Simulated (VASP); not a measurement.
# NaF (P4_2/mmc) in VASP: further runs, part 2 of 2

VASP 6.6.1. Earlier steps stand in the parts before.

## (3) Single point, PBE (atoms taken out)

Contents of INCAR:

```
SYSTEM = NaF
PREC = Accurate ; ENCUT = 520
EDIFF = 1E-6 ; ISMEAR = 0
SIGMA = 0.02 ; LREAL = .FALSE.
LASPH = .TRUE. ; NELM = 80
ALGO = Normal ; ISIF = 2
LWAVE = .FALSE. ; LCHARG = .TRUE.
GGA = PE ; LELF = .TRUE.
LVHAR = .TRUE. ; NBANDS = 22
```

Contents of KPOINTS:

```
regular mesh
0
G
  6 6 4
  0 0 0
```

Contents of POSCAR:

```
NaF
1.0
    3.3315466535      0.0000000000      0.0000000000
    0.0000000000      3.3315466535      0.0000000000
    0.0000000000      0.0000000000      6.0388836790
Na F
2 2
Direct
    0.0000000000      0.5000000000      0.0000000000
    0.5000000000      0.0000000000      0.5000000000
    0.5000000000      0.5000000000      0.2500000000
    0.5000000000      0.5000000000      0.7500000000
```

Potentials or basis: VASP PAW PBE potentials, release 64 (Na_pv, F).

Launch:

```
$ cat potpaw_PBE.64/Na_pv/POTCAR potpaw_PBE.64/F/POTCAR > POTCAR
$ mpirun -np 1 vasp_std > vasp.out
```

OUTCAR:

```text
SYSTEM = NaF
   PREC = Accurate
   ENCUT = 520
   EDIFF = 1E-6
   ISMEAR = 0
   LREAL = .FALSE.
   LASPH = .TRUE.
   NELM = 80
   ISIF = 2
   GGA = PE

 ion  position               nearest neighbor table
   1  0.000  0.500  0.000-   3 2.25   4 2.25   3 2.25   4 2.25
   2  0.500  0.000  0.500-   3 2.25   4 2.25   3 2.25   4 2.25
   3  0.500  0.500  0.250-   1 2.25   2 2.25   2 2.25   1 2.25
   4  0.500  0.500  0.750-   1 2.25   2 2.25   2 2.25   1 2.25

  LATTYP: Found a simple tetragonal cell.
 ALAT       =     3.3315466535
 C/A-ratio  =     1.8126366841

  Lattice vectors:

 A1 = (   3.3315466535,   0.0000000000,   0.0000000000)
 A2 = (   0.0000000000,   3.3315466535,   0.0000000000)
 A3 = (   0.0000000000,   0.0000000000,   6.0388836790)

Analysis of symmetry for initial positions (statically):
=====================================================================
 Subroutine PRICEL returns:
 Original cell was already a primitive cell.

 Routine SETGRP: Setting up the symmetry group for a
 simple tetragonal supercell.

 Subroutine GETGRP returns: Found 16 space group operations
 (whereof  8 operations were pure point group operations)
 out of a pool of 16 trial point group operations.

The static configuration has the point symmetry D_2h.
 The point group associated with its full space group is D_4h.

Analysis of symmetry for dynamics (positions and initial velocities):
=====================================================================
 Subroutine PRICEL returns:
 Original cell was already a primitive cell.

 Routine SETGRP: Setting up the symmetry group for a
 simple tetragonal supercell.

 Subroutine GETGRP returns: Found 16 space group operations
 (whereof  8 operations were pure point group operations)
 out of a pool of 16 trial point group operations.

The dynamic configuration has the point symmetry D_2h.
 The point group associated with its full space group is D_4h.

 Subroutine INISYM returns: Found 16 space group operations
 (whereof  8 operations are pure point group operations),
 and found     1 'primitive' translations

----------------------------------------------------------------------------------------

                                     Primitive cell

  volume of cell :      67.0268

  direct lattice vectors                    reciprocal lattice vectors
     3.331546653  0.000000000  0.000000000     0.300160887  0.000000000  0.000000000
     0.000000000  3.331546653  0.000000000     0.000000000  0.300160887  0.000000000
     0.000000000  0.000000000  6.038883679     0.000000000  0.000000000  0.165593519

  length of vectors
     3.331546653  3.331546653  6.038883679     0.300160887  0.300160887  0.165593519

  position of ions in fractional coordinates (direct lattice)
     0.000000000  0.500000000  0.000000000
     0.500000000  0.000000000  0.500000000
     0.500000000  0.500000000  0.250000000
     0.500000000  0.500000000  0.750000000

  ion indices of the primitive-cell ions
   primitive index   ion index
                 1           1
                 2           2
                 3           3
[... 21 lines left out ...]
     0.000000000  0.000000000  0.000000000

 Subroutine IBZKPT returns following result:
 ===========================================

 Found     30 irreducible k-points:

 Following reciprocal coordinates:
            Coordinates               Weight
  0.000000  0.000000  0.000000      1.000000
  0.166667  0.000000  0.000000      4.000000
  0.333333  0.000000  0.000000      4.000000
  0.500000  0.000000  0.000000      2.000000
  0.166667  0.166667  0.000000      4.000000
  0.333333  0.166667  0.000000      8.000000
[... 16 lines left out ...]
  0.333333  0.000000  0.500000      4.000000
  0.500000  0.000000  0.500000      2.000000
 [... further k-points ...]
   k-points           NKPTS =     30   k-points in BZ     NKDIM =     30   number of bands    NBANDS=     22
   number of dos      NEDOS =    301   number of ions     NIONS =      4
   total plane-waves  NPLWV =  37632
   dimension x,y,z NGX =    28 NGY =   28 NGZ =   48
   dimension x,y,z NGXF=    56 NGYF=   56 NGZF=   96
   ions per type =               2   2
   NGX,Y,Z   is equivalent  to a cutoff of  13.97, 13.97, 13.21 a.u.
   NGXF,Y,Z  is equivalent  to a cutoff of  27.94, 27.94, 26.43 a.u.
 SYSTEM =  NaF
   PREC   = accura    normal or accurate (medium, high low for compatibility)
   ISTART =      0    job   : 0-new  1-cont  2-samecut
   ICHARG =      2    charge: 1-file 2-atom 10-const
   ISPIN  =      1    spin polarized calculation?
   LNONCOLLINEAR =      F non collinear calculations
   LSORBIT =      F    spin-orbit coupling
   LASPH  =      T    aspherical Exc in radial PAW
   ENCUT  =  520.0 eV  38.22 Ry    6.18 a.u.   6.19  6.19 11.23*2*pi/ulx,y,z
   NELM   =     80;   NELMIN=  2; NELMDL= -5     # of ELM steps
   EDIFF  = 0.1E-05   stopping-criterion for ELM
   LREAL  =      F    real-space projection
   EDIFFG = 0.1E-04   stopping-criterion for IOM
   NSW    =      0    number of steps for IOM
   IBRION =     -1    ionic relax: 0-MD 1-quasi-New 2-CG
   NFREE  =      0    steps in history (QN), initial steepest desc. (CG)
   ISIF   =      2    stress and relaxation
   ISYM   =      2    0-nonsym 1-usesym 2-fastsym
   POTIM  = 0.5000    time-step for ionic-motion
   TEBEG  =    0.0;   TEEND  =   0.0 temperature during run
   PSTRESS=    0.0 pullay stress
   NELECT =      28.0000    total number of electrons
   NUPDOWN=      -1.0000    fix difference up-down
   EMIN   =  10.00;   EMAX   =-10.00  energy-range for DOS
   EFERMI =   0.00;   METHOD = LEGACY
   ISMEAR =     0;   SIGMA  =   0.02  broadening in eV -4-tet -1-fermi 0-gaus
   EFERMI_NEDOS =   21; number of points for ismear=-14 and -15
   IALGO  =     38    algorithm
   IMIX   =      4    mixing-type and parameters
     AMIX     =   0.40;   BMIX     =  1.00
     AMIX_MAG =   1.60;   BMIX_MAG =  1.00
  volume/ion in A,a.u.               =      16.76       113.08
  Fermi-wavevector in a.u.,A,eV,Ry     =   1.223803  2.312651 20.377346  1.497693
  Thomas-Fermi vector in A             =   2.358900
   LORBIT       =      0    0 simple, 1 ext, 2 COOP (PROOUT), +10 PAW based schemes
   GGA     = PE    functional components
   LHFCALC =     F    Hartree Fock is set to
   AEXX    =    0.0000 exact exchange contribution
   IVDW    =     0    specifies the selected vdW correction
   LEPSILON=     F    determine dielectric tensor
   LRPA    =     F    only Hartree local field effects (RPA)
 non-spin polarized calculation
 Gauss-broadening in eV      SIGMA  =   0.02
  energy-cutoff  :      520.00
  volume of cell :       67.03
 maximum number of plane-waves:      1840
 NGX is ok and might be reduce to    28
   NGX = 13   NGY = 13   NGZ = 23

 number of electron      27.9999998 magnetization

 Free energy of the ion-electron system (eV)
  ---------------------------------------------------
  ext. energy  EPLUGINS =         0.00000000
  ---------------------------------------------------
  free energy    TOTEN  =       -16.41790466 eV

  energy without entropy =      -16.41790466  energy(sigma->0) =      -16.41790466

 E-fermi :  -2.7706     XC(G=0):  -7.6340

 val. band max:       -2.8597669789   @ k =   0.1667   0.1667   0.0000
 cond. band min:       1.7726295611   @ k =   0.0000   0.0000   0.0000
 fundamental gap:      4.6323965400
 Fermi energy:        -2.7706326247

 k-point     1 :       0.0000    0.0000    0.0000
  band No.  band energies     occupation
      1     -23.0262      2.00000
      2     -22.7433      2.00000
      3     -22.7433      2.00000
      4     -22.5747      2.00000
      5     -22.5349      2.00000
      6     -22.5349      2.00000
[... 589 lines left out ...]
     21      13.8881      0.00000
     22      14.5885      0.00000

 [... further k-points ...]

------------------------ aborting loop because EDIFF is reached ----------------------------------------

  FORCE on cell =-STRESS in cart. coord.  units (eV):
  Direction    XX          YY          ZZ          XY          YZ          ZX
  --------------------------------------------------------------------------------------
  -------------------------------------------------------------------------------------
  Total       -0.0437197     -0.0437197      0.0220374      0.0000000      0.0000000      0.0000000
  in kB       -1.0450549     -1.0450549      0.5267723      0.0000000      0.0000000      0.0000000
  external PRESSURE =      -0.5211125 kB  Pullay stress =       0.0000000 kB

 VOLUME and BASIS-vectors are now :
 -----------------------------------------------------------------------------
  energy-cutoff  :      520.00
  volume of cell :       67.03
      direct lattice vectors                 reciprocal lattice vectors
     3.331546653  0.000000000  0.000000000     0.300160887  0.000000000  0.000000000
     0.000000000  3.331546653  0.000000000     0.000000000  0.300160887  0.000000000
     0.000000000  0.000000000  6.038883679     0.000000000  0.000000000  0.165593519

 POSITION                                       TOTAL-FORCE (eV/Angst)
 -----------------------------------------------------------------------------------
      0.00000      1.66577      0.00000         0.000000      0.000000      0.000000
      1.66577      0.00000      3.01944         0.000000      0.000000      0.000000
      1.66577      1.66577      1.50972        -0.000000      0.000000      0.000000
      1.66577      1.66577      4.52916         0.000000     -0.000000     -0.000000
 -----------------------------------------------------------------------------------
    total drift:                                0.000000      0.000000      0.000000

  FREE ENERGIE OF THE ION-ELECTRON SYSTEM (eV)
  ---------------------------------------------------
  free  energy   TOTEN  =       -16.4179046624 eV

  energy  without entropy=      -16.4179046624  energy(sigma->0) =      -16.41790466
```

stdout:

```text
POSCAR found type information on POSCAR NaF
 POSCAR found :  2 types and       4 ions
 scaLAPACK will be used
 LDA part: xc-table for (Slater+PW92), standard interpolation
 POSCAR, INCAR and KPOINTS ok, starting setup
 FFT: planning ... GRIDC
 FFT: planning ... GRID_SOFT
 FFT: planning ... GRID
 WAVECAR not read
 entering main loop
```

Wall time 36 s (1 thread of Intel Xeon Platinum 8259CL at 2.50GHz (Skylake/Cascade Lake), shared host); peak memory 0.19 GiB.

Results:

| Quantity | Value |
| --- | --- |
| Free energy | -16.4179 eV |
| Pressure | -0.1 GPa |
| Band gap on the k mesh | 4.63 eV (least direct gap 4.64 eV) |

Caveat: the cell differs from its parent crystal (atoms taken out).

## (4) Relaxation of cell and atoms, PBE (atoms taken out)

Contents of INCAR:

```
  PREC = Accurate
  ENCUT = 600
  EDIFF = 1E-6
  ISMEAR = 0
  SIGMA = 0.02
  LREAL = F
  LASPH = T
  NELM = 100
  ALGO = Normal
  ISIF = 3
  LWAVE = F
  LCHARG = F
  GGA = PE
  IBRION = 2
  NSW = 100
  EDIFFG = -0.01
```

Contents of KPOINTS:

```
regular mesh
0
Gamma
  6 6 4
```

Contents of POSCAR:

```
NaF
1.0
    3.9142846100      0.0000000000      0.0000000000
    0.0000000000      3.9142846100      0.0000000000
    0.0000000000      0.0000000000      5.5356343800
Na F
2 2
Direct
    0.0000000000      0.5000000000      0.0000000000
    0.5000000000      0.0000000000      0.5000000000
    0.5000000000      0.5000000000      0.2500000000
    0.5000000000      0.5000000000      0.7500000000
```

Launch:

```
$ cat potpaw_PBE.64/Na_pv/POTCAR potpaw_PBE.64/F/POTCAR > POTCAR
$ mpirun -np 1 vasp_std > vasp.out
```

It took 3.9 min on 1 thread of Intel Xeon Platinum 8259CL at 2.50GHz (Skylake/Cascade Lake), shared host; peak memory 0.23 GiB.

The run converged. Its results:

```
Free energy                           : -16.4466 eV
Relaxed volume                        : 16.72 Å³/atom
Relaxed cell                          : a = 3.330 Å, b = 3.330 Å, c = 6.034 Å, α = 90.00°, β = 90.00°, γ = 90.00°
Space group after relaxing (to 0.1 Å) : P4_2/mmc (No. 131)
Energy gained by relaxing             : 149.3 meV/atom
Ionic steps                           : 10
Pressure after relaxing               : 0.0 GPa
Band gap on the k mesh                : 4.64 eV (least direct gap 4.65 eV)
```

Stress tensor (GPa, compression positive):
```
-0.04  0.00  0.00
 0.00 -0.04  0.00
 0.00  0.00  0.03
```

Step by step:
```csv
step,energy change (eV),largest force (eV/Å),pressure (GPa),volume (Å³)
1,0.0000,0.0000,-3.43,84.81
2,-0.2457,0.0000,-2.73,79.29
3,-0.5045,0.0000,-0.80,70.92
4,-0.3299,0.0000,8.37,55.04
5,-0.5684,0.0000,1.38,65.36
6,-0.5686,0.0000,1.64,64.76
7,-0.5956,0.0000,0.29,66.47
8,-0.5972,0.0000,-0.08,67.02
9,-0.5972,0.0000,-0.06,66.98
10,-0.5972,0.0000,-0.02,66.89
```

Final structure:
```xyz
4
Lattice="3.3296 0.0000 0.0000 0.0000 3.3296 0.0000 0.0000 0.0000 6.0336" Properties=species:S:1:pos:R:3 pbc="T T T"
Na    0.0000    1.6648    6.0336
Na    1.6648    0.0000    3.0168
F     1.6648    1.6648    1.5084
F     1.6648    1.6648    4.5252
```

Levels at points of the mesh, in eV from the valence-band top:
```tsv
k point	band 10	band 11	band 12	band 13	band 14	band 15	band 16	band 17	band 18
(0.00, 0.00, 0.00)	-0.28	-0.28	-0.22	-0.22	-0.01	4.64	9.01	9.12	16.30
(0.50, 0.00, 0.00)	-1.19	-0.85	-0.20	-0.14	-0.01	7.99	9.39	9.87	11.93
(0.50, 0.50, 0.00)	-1.05	-0.94	-0.65	-0.65	-0.01	8.48	11.72	11.72	11.73
(0.00, 0.00, 0.50)	-0.85	-0.29	-0.29	-0.20	-0.20	5.97	5.97	13.22	13.22
(0.50, 0.00, 0.50)	-1.06	-0.70	-0.58	-0.23	-0.12	8.36	8.82	10.20	11.58
(0.50, 0.50, 0.50)	-0.87	-0.84	-0.84	-0.50	-0.50	9.37	9.37	11.76	11.76
```

Caveat: the cell differs from its parent crystal (atoms taken out); the volume moved by over 15 % at a fixed basis, so the end points are rough. A k mesh can miss the band edges.

## (5) Summary

| task | cell | k mesh | cutoff (eV) | smearing | gap on the mesh (eV) | pressure (GPa) |
| --- | --- | --- | --- | --- | --- | --- |
| single point | a = 3.914, b = 3.914, c = 5.536 Å, 4 atoms | 4 × 4 × 4 | 520 | gaussian 0.1 eV | 3.02 | -3.4 |
| single point | a = 3.332, b = 3.332, c = 6.039 Å, 4 atoms | 6 × 6 × 4 | 520 | gaussian 0.02 eV | 4.63 | -0.1 |
| relaxation of cell and atoms | relaxed from a = 3.914, b = 3.914, c = 5.536 Å, 4 atoms | 6 × 6 × 4 | 600 | gaussian 0.02 eV | 4.64 | 0.0 |

Alike in all rows: level PBE; potentials or basis VASP PAW PBE potentials, release 64 (Na_pv, F); no spin polarisation.

Caveats: the stress differs along the axes, from -6 to 2 GPa (at least some runs); the volume moved by over 15 % at a fixed basis, so the end points are rough (at least some runs).

Absolute energies hang on the potentials; compare differences alone.
